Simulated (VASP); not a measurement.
Runs of VASP 6.6.1 on MnSb. The structure is cubic, space group Fm-3m (No. 225). The conventional cell has a = 5.590 Å, b = 5.590 Å, c = 5.590 Å, α = 90.00°, β = 90.00°, γ = 90.00°. Within 3.7 Å of Sb (site symmetry m-3m) lie 6 Mn at 2.80 Å. Within 3.7 Å of Mn (site symmetry m-3m) lie 6 Sb at 2.80 Å. 

```tsv
fixed moment (μB)	pressure (GPa)	moment (μB)
5.0	(b)	5.00
8.0	38.3	8.00
1.0	-12.1	1.00
2.0	-9.5	2.00
3.0	-5.1	3.00
4.0	(a)	4.00
```

Alike in all rows: task single point; level PBE; potentials or basis VASP PAW PBE potentials, release 64 (Sb_d_GW, Mn_sv); spin collinear, ferromagnetic start; cell as given; k mesh 7 × 7 × 7; cutoff (eV) 680; smearing fermi-dirac 0.05 eV.

Problem. Fill in the values left out.

Solution. (a) 0.4; (b) 6.7.

Caveats: the total moment is fixed, so each spin has its own Fermi level and the state may be an excited one; a cell with one magnetic atom can't hold antiferromagnetic order, which such compounds often take; the cell stands under tension (at least some runs); the cell stands under pressure (at least some runs).
